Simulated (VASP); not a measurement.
## Pd: single point with LDA

Pd:

```
Pd
1.0
     2.62865    0.00000    0.00000
    -1.31433    2.27648    0.00000
     0.00000    0.00000    4.41330
Pd
2
Direct
  0.33333 0.66667 0.25000
  0.66667 0.33333 0.75000
```

This isn't the form of Pd at room conditions, which is fcc.

```yaml
Program: VASP 6.6.1
Task: single point
Functional: LDA
Potentials_or_basis: VASP PAW LDA potentials, release 64 (Pd)
Cutoff: 520 eV
k_mesh: 8 × 8 × 5
Occupations: gaussian, width 0.05 eV
Spin: no spin polarisation
Dipole_correction: no
Further_INCAR_settings: ALGO = Normal; EDIFF = 1e-06; NBANDS = 17
```

```
Pressure               : 20.4 GPa
Band gap on the k mesh : zero (bands 10 and 11 overlap by 0.90 eV)
```

Stress tensor (GPa, compression positive):
```
20.41  0.00  0.00
 0.00 20.41  0.00
 0.00  0.00 20.29
```

Levels at points of the mesh, in eV from the Fermi level:
```
           k point  band 8  band 9  band 10  band 11  band 12  band 13
(0.00, 0.00, 0.00)   -1.99   -1.99    -0.29    -0.29     0.40     7.72
(0.50, 0.00, 0.00)    0.03    0.03     0.26     2.78     4.98    10.30
```

It took 7.8 s on 1 thread of Intel(R) Xeon(R) Platinum 8559C (Emerald Rapids), on a shared host, peak memory 0.13 GiB.

Caveat: the cell stands under pressure.
